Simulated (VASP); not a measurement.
Write the native input for VASP 6.6.1 that does the following.

```
Task                   : single point
Functional             : PBE
Potentials or basis    : VASP PAW PBE potentials, release 64 (Pd)
Cutoff                 : 520 eV
k mesh                 : 15 × 15 × 15
Occupations            : fermi-dirac, width 0.1 eV
Spin                   : no spin polarisation
Dipole correction      : no
Further INCAR settings : ALGO = Normal; EDIFF = 1e-06; NBANDS = 11
```

The structure of Pd lies in POSCAR:

```
Pd
1.0
    0.0000000000      1.9723739277      1.9723739277
    1.9723739277      0.0000000000      1.9723739277
    1.9723739277      1.9723739277      0.0000000000
Pd
1
Direct
    0.0000000000      0.0000000000      0.0000000000
```

One way to write it, as run:

INCAR

```
SYSTEM = Pd
PREC     = Accurate       ! precision mode
ENCUT    = 520            ! plane-wave cutoff, eV
EDIFF    = 1E-6           ! SCF threshold, eV
ISMEAR   = -1             ! smearing method
SIGMA    = 0.1            ! smearing width, eV
LREAL    = .False.        ! projectors in reciprocal space
LASPH    = .True.         ! aspherical terms in the spheres
NELM     = 100            ! most SCF steps
ALGO     = Normal         ! electronic algorithm
ISIF     = 2              ! what is computed and relaxed
LWAVE    = .False.        ! write WAVECAR
LCHARG   = .False.        ! write CHGCAR
GGA      = PE             ! functional
NBANDS   = 11             ! bands
```

KPOINTS

```
regular mesh
0
Gamma
  15 15 15
  0 0 0
```

Potentials or basis: VASP PAW PBE potentials, release 64 (Pd).

Launch:

```bash
$ cat potpaw_PBE.64/Pd/POTCAR > POTCAR
$ mpirun -np 1 vasp_std > vasp.out
```

It gave:

The pressure is -0.3 GPa and the band gap on the k mesh is zero (band 5 reaches 9.36 eV, above the bottom of band 6 at 7.91 eV).

It took 13 s on 1 thread of Intel(R) Xeon(R) 6975P-C (Granite Rapids), on a shared host, peak memory 0.15 GiB.
